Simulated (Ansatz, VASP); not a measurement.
This is a calculation of TaTl for Ansatz 0.2.0.

Contents of input.yaml:

```yaml
crystal:
  lattice:
    - [3.4252619619, 0.0, 0.0]
    - [0.0, 3.4252619619, 0.0]
    - [0.0, 0.0, 4.232472282]
  atoms:
    - { symbol: Ta, position: [0.5, 0.5, 0.5] }
    - { symbol: Tl, position: [0.0, 0.0, 0.0] }
kpoints:
  mp_grid: { grid: [8, 8, 6] }
scf:
  occupations: { method: fermi_dirac, width: 0.05 }
hamiltonian:
  xc: pbe
  pseudopotentials: { kind: all_electron, lapw: { basis_error: 0.0005 } }
output:
  forces: true
  stress: true
  eigenvalues: true
```

Potentials or basis: all-electron LAPW, scalar-relativistic.

Run with:

```console
$ ansatz run input.yaml --threads 1 --pin off --max-ram 3072MiB --backend cpu --events-out ev --progress --plain --runs-dir out
```

**Question.** Set up the same calculation for VASP 6.6.1. Potentials there: VASP PAW PBE potentials, release 64 (Ta_pv, Tl_d).

**Answer.** As run (the cutoff follows the program's own potentials):

INCAR

```
PREC = Accurate
ENCUT = 520
EDIFF = 1E-6
ISMEAR = -1
SIGMA = 0.05
LREAL = False
LASPH = True
NELM = 60
ALGO = Fast
ISIF = 2
LWAVE = False
LCHARG = False
GGA = PE
NBANDS = 19
```

KPOINTS

```
Automatic mesh
0
Gamma
  8 8 6
```

POSCAR

```
TaTl
1.0
    3.4252619619      0.0000000000      0.0000000000
    0.0000000000      3.4252619619      0.0000000000
    0.0000000000      0.0000000000      4.2324722820
Ta Tl
1 1
Direct
    0.5000000000      0.5000000000      0.5000000000
    0.0000000000      0.0000000000      0.0000000000
```

Potentials or basis: VASP PAW PBE potentials, release 64 (Ta_pv, Tl_d).

Launch:

```sh
$ cat potpaw_PBE.64/Ta_pv/POTCAR potpaw_PBE.64/Tl_d/POTCAR > POTCAR
$ mpirun -np 1 vasp_std > vasp.out
```

Both were run:

|  | VASP | Ansatz | Ansatz less VASP |
| --- | --- | --- | --- |
| gap on the k mesh at the Fermi level (eV) | none | none | - |
| pressure (GPa) | -15.0 | -14.9 | +0.10 |
| traceless stress, the component that is largest in VASP (GPa) | 4.36 | 4.38 | +0.019 |

A gap of «none» marks a metal or a gap that the smearing closes. Ansatz ran all-electron here, and VASP with PAW potentials.

Neither program's run includes spin-orbit coupling.
